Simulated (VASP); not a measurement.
# TaC: single point with LDA

Crystal: TaC.

```xyz
2
Lattice="0.0000 2.2065 2.2065 2.2065 0.0000 2.2065 2.2065 2.2065 0.0000" Properties=species:S:1:pos:R:3 pbc="T T T"
Ta    0.0000    0.0000    0.0000
C     2.2065    2.2065    2.2065
```

```yaml
Program: VASP 6.6.1
Task: single point
Functional: LDA
Potentials_or_basis: VASP PAW LDA potentials, release 64 (Ta_sv_GW, C)
Cutoff: 700 eV
k_mesh: 10 × 10 × 10
Occupations: gaussian, width 0.05 eV
Spin: no spin polarisation
Dipole_correction: no
Further_INCAR_settings: ALGO = Normal; EDIFF = 1e-06; NBANDS = 16
```

The pressure is 1.1 GPa and the band gap on the k mesh is zero (an odd number of electrons rules out a gap without spin polarisation).

Levels at points of the mesh, in eV from the Fermi level:
| k point | band 6 | band 7 | band 8 | band 9 | band 10 | band 11 | band 12 | band 13 |
| --- | --- | --- | --- | --- | --- | --- | --- | --- |
| (0.00, 0.00, 0.00) | -1.30 | -1.30 | -1.30 | -0.35 | -0.35 | -0.35 | 0.78 | 0.78 |
| (0.50, 0.00, 0.00) | -8.76 | -5.51 | -5.51 | 2.91 | 2.91 | 3.94 | 5.68 | 10.39 |
| (0.50, 0.50, 0.00) | -4.60 | -4.38 | -1.58 | -1.58 | 2.82 | 4.35 | 4.35 | 7.33 |

Wall time 51 s on 1 thread of AMD EPYC 7571, with other jobs on the host, peak memory 0.14 GiB.

Caveat: spin-orbit coupling is left out, which moves the levels of the heavy elements; an odd number of electrons without spin polarisation forces a metal; a magnetic or distorted state may lie lower.
